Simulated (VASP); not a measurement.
Runs of VASP 6.6.1 on Bi. The structure is that of space group Immm (No. 71), or close to it. The cells are those of the table. 

| cell | further INCAR settings | gap on the mesh (eV) | pressure (GPa) |
| --- | --- | --- | --- |
| a = 3.344 Å, angles 118.5, 102.5, 107.9°, 1 atom | ALGO = Fast; EDIFF = 1e-07; NBANDS = 14 | none | 1.6 |
| a = 3.344 Å, angles 116.7, 100.5, 111.6°, 1 atom | ALGO = Fast; EDIFF = 1e-07; NBANDS = 14 | none | (a) |
| a = 3.339 Å, angles 116.4, 108.4, 103.9°, 1 atom | ALGO = Fast; EDIFF = 1e-06; NBANDS = 14 | none | 0.9 |
| a = 3.339 Å, angles 110.8, 102.6, 115.2°, 1 atom | ALGO = Fast; EDIFF = 1e-06; NBANDS = 14 | none | 0.8 |
| a = 3.343 Å, angles 117.6, 101.5, 109.7°, 1 atom | ALGO = Fast; EDIFF = 1e-06; NBANDS = 14 | none | (b) |

Alike in all rows: task single point; level PBEsol+D3(BJ); potentials or basis VASP PAW PBE potentials, release 64 (Bi_d); no spin polarisation; k mesh 16 × 16 × 16; cutoff (eV) 520; smearing gaussian 0.15 eV.

**Question.** Fill in the values left out.

**Answer.** (a) 1.2; (b) 1.4.

Caveats: the PAW data sets were made with another functional, which shifts forces and pressure a little; spin-orbit coupling is left out, which moves the levels of the heavy elements.

A k mesh can miss the band edges, and the runs leave out spin-orbit coupling on Bi.

A gap of «none» marks levels without a gap at the run's occupations.
